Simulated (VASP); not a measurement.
Set up this calculation in VASP 6.6.1, as the native input.

* Task: single point
* Functional: PBEsol
* Potentials or basis: VASP PAW PBE potentials, release 64 (Sn_d)
* Cutoff: 520 eV
* k mesh: 8 × 8 × 8
* Occupations: fermi-dirac, width 0.1 eV
* Spin: no spin polarisation
* Dipole correction: no
* Further INCAR settings: ALGO = Normal; EDIFF = 1e-06; NBANDS = 13

The structure of Sn lies in POSCAR:

```
Sn
1.0
   -1.6800906262      1.7352070644      2.2733732264
    1.6800906262     -1.7352070644      2.2733732264
    1.6800906262      1.7352070644     -2.2733732264
Sn
1
Direct
    0.0033238040     -0.0009931105     -0.0019548735
```

The input as run:

INCAR

```
PREC     = Accurate       # precision mode
ENCUT    = 520            # plane-wave cutoff, eV
EDIFF    = 1E-6           # SCF threshold, eV
ISMEAR   = -1             # smearing method
SIGMA    = 0.1            # smearing width, eV
LREAL    = F              # projectors in reciprocal space
LASPH    = T              # aspherical terms in the spheres
NELM     = 100            # most SCF steps
ALGO     = Normal         # electronic algorithm
ISIF     = 2              # what is computed and relaxed
LWAVE    = F              # write WAVECAR
LCHARG   = F              # write CHGCAR
GGA      = PS             # functional
NBANDS   = 13             # bands
```

KPOINTS

```
regular mesh
0
Gamma
  8 8 8
```

Potentials or basis: VASP PAW PBE potentials, release 64 (Sn_d).

Command:

```sh
$ cat potpaw_PBE.64/Sn_d/POTCAR > POTCAR
$ mpirun -np 1 vasp_std > vasp.out
```

It gave:

```yaml
Pressure: -0.2 GPa
Band_gap_on_the_k_mesh: zero (band 7 reaches 15.88 eV, above the bottom of band 8 at 6.55 eV)
```

Caveat: the PAW data sets were made with another functional, which shifts forces and pressure a little; spin-orbit coupling is left out, which moves the levels of the heavy elements.

Wall time 24 s on 1 thread of Intel Xeon 6975P-C, on a shared host, peak memory 0.17 GiB.
